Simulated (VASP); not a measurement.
# LiSi16 (a cell with a defect) in VASP: single point with PBE

Aim: the single point of LiSi16 (a cell with a defect) with PBE.

All numbers are computed with VASP 6.6.1; they aren't measurements. Logs are shortened: lines on timing, memory, paths and dates and some standing lists are left out, and cuts for length are marked.

## 1. The cell of the first run

The cell holds a defect, 17 atoms: a = 7.679 Å, b = 7.679 Å, c = 7.679 Å, α = 60.00°, β = 60.00°, γ = 60.00°.

## 2. Single point, PBE

Contents of INCAR:

```
SYSTEM = LiSi16
PREC     = Accurate       ! precision mode
ENCUT    = 520            ! plane-wave cutoff, eV
EDIFF    = 1E-6           ! SCF threshold, eV
ISMEAR   = 0              ! smearing method
SIGMA    = 0.02           ! smearing width, eV
LREAL    = Auto         
LASPH    = .TRUE.         ! aspherical terms in the spheres
NELM     = 80             ! most SCF steps
ALGO     = Normal         ! electronic algorithm
ISIF     = 2              ! what is computed and relaxed
LWAVE    = .FALSE.        ! write WAVECAR
LCHARG   = .FALSE.        ! write CHGCAR
GGA      = PE             ! functional
NELECT   = 66.0         
NBANDS   = 48             ! bands
```

Contents of KPOINTS:

```
regular mesh
0
G
  2 2 2
  0 0 0
```

Contents of POSCAR:

```
LiSi16
1.0
    0.0000000000      5.4300000000      5.4300000000
    5.4300000000      0.0000000000      5.4300000000
    5.4300000000      5.4300000000      0.0000000000
Si Li
16 1
Direct
    0.0000662063      0.0044671271     -0.0049555249
    0.1176561694      0.1266810313      0.1286906077
   -0.0159706262      0.0051472376      0.5053426335
    0.1212079190      0.1357985267      0.6214331492
    0.0000588398      0.5001304788     -0.0049424494
    0.1316422652      0.6317140884      0.1046428177
    0.0075698895      0.5076662063      0.4767205341
    0.1211694291      0.6212392265      0.6214360958
    0.4928828729     -0.0070464088      0.0209305709
    0.6266127072      0.1266861878      0.1286961326
    0.5051162983      0.0052004604      0.5053396869
    0.6163117864      0.1163710866      0.6507016575
    0.5043956722      0.5001396869     -0.0049595764
    0.6266086556      0.6177263352      0.1286917127
    0.5050747698      0.4840909761      0.5053418048
    0.6357081952      0.6212884899      0.6214321363
    0.3464437385      0.8465175875      0.4602260589
```

Potentials or basis: VASP PAW PBE potentials, release 64 (Si, Li_sv).

Command:

```sh
$ cat potpaw_PBE.64/Si/POTCAR potpaw_PBE.64/Li_sv/POTCAR > POTCAR
$ mpirun -np 1 vasp_std > vasp.out
```

OUTCAR:

```text
SYSTEM = LiSi16
   PREC = Accurate
   ENCUT = 520
   EDIFF = 1E-6
   ISMEAR = 0
   LREAL = Auto
   LASPH = .TRUE.
   NELM = 80
   ISIF = 2
   GGA = PE
   NELECT = 66.0

 ion  position               nearest neighbor table
   1  0.000  0.004  0.995-   6 2.34   2 2.34  10 2.34   4 2.34
   2  0.118  0.127  0.129-   5 2.34   1 2.34   9 2.36   3 2.36
   3  0.984  0.005  0.505-  12 2.31  17 2.33   2 2.36   8 2.41   4 2.41
   4  0.121  0.136  0.621-   7 2.34   1 2.34  11 2.41   3 2.41  17 2.50
   5  0.000  0.500  0.995-   6 2.34   2 2.34  14 2.34   8 2.34
   6  0.132  0.632  0.105-   7 2.33   5 2.34   1 2.34  13 2.34
   7  0.008  0.508  0.477-   6 2.33  16 2.34   4 2.34   8 2.34
   8  0.121  0.621  0.621-   7 2.34   5 2.34  15 2.41   3 2.41  17 2.50
   9  0.493  0.993  0.021-  12 2.32   2 2.36  14 2.36  10 2.36  17 2.75
  10  0.627  0.127  0.129-   1 2.34  13 2.34   9 2.36  11 2.36
  11  0.505  0.005  0.505-  12 2.31  17 2.33  10 2.36   4 2.41  16 2.41
  12  0.616  0.116  0.651-   3 2.31  15 2.31  11 2.31   9 2.32
  13  0.504  0.500  0.995-   6 2.34  14 2.34  10 2.34  16 2.34
  14  0.627  0.618  0.129-   5 2.34  13 2.34   9 2.36  15 2.36
  15  0.505  0.484  0.505-  12 2.31  17 2.33  14 2.36   8 2.41  16 2.41
  16  0.636  0.621  0.621-   7 2.34  13 2.34  11 2.41  15 2.41  17 2.49
  17  0.346  0.847  0.460-   3 2.33  15 2.33  11 2.33  16 2.49   4 2.50   8 2.50   9 2.75

  LATTYP: Found a face centered cubic cell.
 ALAT       =    10.8600000000

  Lattice vectors:

 A1 = (   0.0000000000,   5.4300000000,   5.4300000000)
 A2 = (   5.4300000000,   0.0000000000,   5.4300000000)
 A3 = (   5.4300000000,   5.4300000000,   0.0000000000)

Analysis of symmetry for initial positions (statically):
=====================================================================
 Subroutine PRICEL returns:
 Original cell was already a primitive cell.

 Routine SETGRP: Setting up the symmetry group for a
 face centered cubic supercell.

 Subroutine GETGRP returns: Found  1 space group operations
 (whereof  1 operations were pure point group operations)
 out of a pool of 48 trial point group operations.

The static configuration has the point symmetry C_1 .

Analysis of symmetry for dynamics (positions and initial velocities):
=====================================================================
 Subroutine PRICEL returns:
 Original cell was already a primitive cell.

 Routine SETGRP: Setting up the symmetry group for a
 face centered cubic supercell.

 Subroutine GETGRP returns: Found  1 space group operations
 (whereof  1 operations were pure point group operations)
[... 121 lines left out ...]
   ISIF   =      2    stress and relaxation
   ISYM   =      2    0-nonsym 1-usesym 2-fastsym
   POTIM  = 0.5000    time-step for ionic-motion
   TEBEG  =    0.0;   TEEND  =   0.0 temperature during run
   PSTRESS=    0.0 pullay stress
   NELECT =      66.0000    total number of electrons
   NUPDOWN=      -1.0000    fix difference up-down
   EMIN   =  10.00;   EMAX   =-10.00  energy-range for DOS
   EFERMI =   0.00;   METHOD = LEGACY
   ISMEAR =     0;   SIGMA  =   0.02  broadening in eV -4-tet -1-fermi 0-gaus
   EFERMI_NEDOS =   21; number of points for ismear=-14 and -15
   IALGO  =     38    algorithm
   IMIX   =      4    mixing-type and parameters
     AMIX     =   0.40;   BMIX     =  1.00
     AMIX_MAG =   1.60;   BMIX_MAG =  1.00
  volume/ion in A,a.u.               =      18.84       127.11
  Fermi-wavevector in a.u.,A,eV,Ry     =   0.967044  1.827449 12.723821  0.935174
  Thomas-Fermi vector in A             =   2.096897
   LORBIT       =      0    0 simple, 1 ext, 2 COOP (PROOUT), +10 PAW based schemes
   GGA     = PE    functional components
   LHFCALC =     F    Hartree Fock is set to
   AEXX    =    0.0000 exact exchange contribution
   IVDW    =     0    specifies the selected vdW correction
   LEPSILON=     F    determine dielectric tensor
   LRPA    =     F    only Hartree local field effects (RPA)
 non-spin polarized calculation
 Gauss-broadening in eV      SIGMA  =   0.02
  energy-cutoff  :      520.00
  volume of cell :      320.21
 maximum number of plane-waves:      8646
 NGX is ok and might be reduce to    60
   NGX = 29   NGY = 29   NGZ = 29

 number of electron      66.0000000 magnetization

 Free energy of the ion-electron system (eV)
  ---------------------------------------------------
  ext. energy  EPLUGINS =         0.00000000
  ---------------------------------------------------
  free energy    TOTEN  =       -93.25406632 eV

  energy without entropy =      -93.25406632  energy(sigma->0) =      -93.25406632

 E-fermi :   6.2099     XC(G=0):  -9.4428

 val. band max:        6.0501251616   @ k =   0.0000   0.0000   0.0000
 cond. band min:       6.5217858545   @ k =   0.0000   0.0000   0.0000
 fundamental gap:      0.4716606929
 Fermi energy:         6.2099046815

 k-point     1 :       0.0000    0.0000    0.0000
  band No.  band energies     occupation
      1     -40.2935      2.00000
      2      -5.9152      2.00000
      3      -3.6690      2.00000
      4      -3.6094      2.00000
      5      -3.6094      2.00000
      6      -3.5796      2.00000
[... 373 lines left out ...]
     44      10.2918      0.00000
     45      10.3301      0.00000
 [bands above 45 left out]

------------------------ aborting loop because EDIFF is reached ----------------------------------------

  FORCE on cell =-STRESS in cart. coord.  units (eV):
  Direction    XX          YY          ZZ          XY          YZ          ZX
  --------------------------------------------------------------------------------------
  -------------------------------------------------------------------------------------
  Total       -0.8859225     -0.8860085     -0.8891099     -0.6103780      0.6048253      0.6037961
  in kB       -4.4327866     -4.4332171     -4.4487353     -3.0540771      3.0262936      3.0211436
  external PRESSURE =      -4.4382464 kB  Pullay stress =       0.0000000 kB

 VOLUME and BASIS-vectors are now :
 -----------------------------------------------------------------------------
  energy-cutoff  :      520.00
  volume of cell :      320.21
      direct lattice vectors                 reciprocal lattice vectors
     0.000000000  5.430000000  5.430000000    -0.092081031  0.092081031  0.092081031
     5.430000000  0.000000000  5.430000000     0.092081031 -0.092081031  0.092081031
     5.430000000  5.430000000  0.000000000     0.092081031  0.092081031 -0.092081031

 POSITION                                       TOTAL-FORCE (eV/Angst)
 -----------------------------------------------------------------------------------
      5.42735      5.40345      0.02462        -0.007078      0.020106     -0.019763
      1.38667      1.33766      1.32675         0.032228      0.045383     -0.032414
      2.77196      8.08729      5.37123         0.048029      0.019369     -0.046313
      4.11177      4.03254      1.39555         0.016447      0.047055     -0.048141
      8.11887      5.40348      2.71603         0.019949      0.019907      0.007030
      3.99842      1.28303      4.14503         0.022918      0.023105     -0.023336
[... 9 lines left out ...]
      6.74797      6.82627      6.82549         0.046835      0.016791     -0.047991
      7.09562      4.38022      6.47778        -0.434831     -0.434596      0.434317
 -----------------------------------------------------------------------------------
    total drift:                               -0.006402     -0.005245      0.011217

  FREE ENERGIE OF THE ION-ELECTRON SYSTEM (eV)
  ---------------------------------------------------
  free  energy   TOTEN  =       -93.2540663228 eV

  energy  without entropy=      -93.2540663228  energy(sigma->0) =      -93.25406632
```

OSZICAR:

```text
N       E                     dE             d eps       ncg     rms          rms(c)
DAV:   1     0.173237850112E+03    0.17324E+03   -0.25087E+04   768   0.116E+03
DAV:   2    -0.755662345007E+02   -0.24880E+03   -0.23178E+03   928   0.187E+02
DAV:   3    -0.936823464958E+02   -0.18116E+02   -0.17796E+02  1112   0.428E+01
DAV:   4    -0.948357935765E+02   -0.11534E+01   -0.11426E+01  1216   0.968E+00
DAV:   5    -0.948664294646E+02   -0.30636E-01   -0.30628E-01  1032   0.147E+00    0.142E+01
DAV:   6    -0.937415900019E+02    0.11248E+01   -0.93964E-01   904   0.322E+00    0.870E+00
DAV:   7    -0.932384129468E+02    0.50318E+00   -0.15000E+00   936   0.369E+00    0.108E+00
DAV:   8    -0.932481437727E+02   -0.97308E-02   -0.14411E-01   888   0.139E+00    0.503E-01
DAV:   9    -0.932520830864E+02   -0.39393E-02   -0.11292E-02   944   0.383E-01    0.242E-01
DAV:  10    -0.932534427741E+02   -0.13597E-02   -0.17052E-03   888   0.137E-01    0.116E-01
DAV:  11    -0.932540247987E+02   -0.58202E-03   -0.60998E-04   896   0.904E-02    0.319E-02
DAV:  12    -0.932540600830E+02   -0.35284E-04   -0.64704E-05   944   0.288E-02    0.135E-02
DAV:  13    -0.932540657742E+02   -0.56912E-05   -0.15012E-05   944   0.138E-02    0.383E-03
DAV:  14    -0.932540663228E+02   -0.54862E-06   -0.66048E-07   592   0.307E-03
   1 F= -.93254066E+02 E0= -.93254066E+02  d E =-.496536E-30
```

stdout:

```text
POSCAR found type information on POSCAR SiLi
 POSCAR found :  2 types and      17 ions
 scaLAPACK will be used
 LDA part: xc-table for (Slater+PW92), standard interpolation
 POSCAR, INCAR and KPOINTS ok, starting setup
 FFT: planning ... GRIDC
 FFT: planning ... GRID_SOFT
 FFT: planning ... GRID
 WAVECAR not read
 entering main loop
 the old and the new charge density differ
 old charge density:    67.00000 new   66.00000
    0.142E+01
```

Run time: 4.5 min. Hardware: 1 thread of Intel Xeon Platinum 8488C (Sapphire Rapids), shared host; peak memory 0.47 GiB.

Results:

| Item | Value |
| --- | --- |
| Free energy | -93.2541 eV |
| Largest force | 0.753 eV/Å |

Forces on the atoms (eV/Å):
```
Si  -0.007  0.020 -0.020
Si   0.032  0.045 -0.032
Si   0.048  0.019 -0.046
Si   0.016  0.047 -0.048
Si   0.020  0.020  0.007
Si   0.023  0.023 -0.023
Si   0.048  0.049 -0.046
Si   0.048  0.047 -0.016
Si   0.003  0.003 -0.003
Si   0.032  0.032 -0.045
Si   0.046  0.046 -0.021
Si  -0.007 -0.007  0.006
Si   0.020 -0.007 -0.020
Si   0.045  0.032 -0.032
Si   0.020  0.047 -0.046
Si   0.047  0.017 -0.048
Li  -0.435 -0.435  0.434
```

Levels at points of the mesh, in eV from the Fermi level:
| k point | band 31 | band 32 | band 33 | band 34 | band 35 | band 36 |
| --- | --- | --- | --- | --- | --- | --- |
| (0.00, 0.00, 0.00) | -0.21 | -0.16 | -0.16 | 0.31 | 0.48 | 0.48 |
| (0.50, 0.00, 0.00) | -0.98 | -0.93 | -0.89 | 0.99 | 1.14 | 1.30 |
| (0.00, 0.50, 0.00) | -0.98 | -0.93 | -0.89 | 0.99 | 1.14 | 1.30 |
| (0.00, 0.00, 0.50) | -0.97 | -0.89 | -0.89 | 1.10 | 1.12 | 1.12 |
| (0.50, 0.50, 0.50) | -0.98 | -0.93 | -0.89 | 0.99 | 1.14 | 1.30 |
| (0.50, 0.50, 0.00) | -1.55 | -1.48 | -1.43 | 0.86 | 0.96 | 2.02 |
| (0.00, 0.50, 0.50) | -1.55 | -1.48 | -1.43 | 0.86 | 0.96 | 2.02 |
| (0.50, 0.00, 0.50) | -1.55 | -1.48 | -1.43 | 0.86 | 0.96 | 2.02 |

Caveat: the k points lie up to 0.50 Å⁻¹ apart; the cell carries a net charge on a neutralising background, which shifts energy and pressure; the cell is charged against a uniform background, so pressure and absolute levels hang on convention; the cutoff is under 1.25 times the usual one of these potentials, so pressure, stress and relaxed cells hold a basis-set (Pulay) error.
